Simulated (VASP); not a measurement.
GaN:

```
Ga N
1.0
     0.00000    1.99250    1.99250
     1.99250    0.00000    1.99250
     1.99250    1.99250    0.00000
Ga N
1 1
Cartesian
  1.9925 1.9925 1.9925
  0.0000 0.0000 0.0000
```

Base run:

```yaml
Program: VASP 6.6.1
Functional: PBE
Potentials_or_basis: VASP PAW PBE potentials, release 64 (Ga_d, N)
Cutoff: 520 eV
k_mesh: 13 × 13 × 13
Occupations: fermi-dirac, width 0.02 eV
Spin: no spin polarisation
```

Its results: band gap on the k mesh 1.91 eV, indirect (least direct gap 5.21 eV); pressure 70.3 GPa.

Task: The run is repeated on the same cell with these changes: k mesh from 13 × 13 × 13 to 6 × 6 × 6. What comes out?

Result: Band gap on the k mesh 1.80 eV, indirect (least direct gap 5.21 eV); pressure 70.2 GPa.

Caveats: some runs use coarse meshes.

A k mesh can miss the band edges.
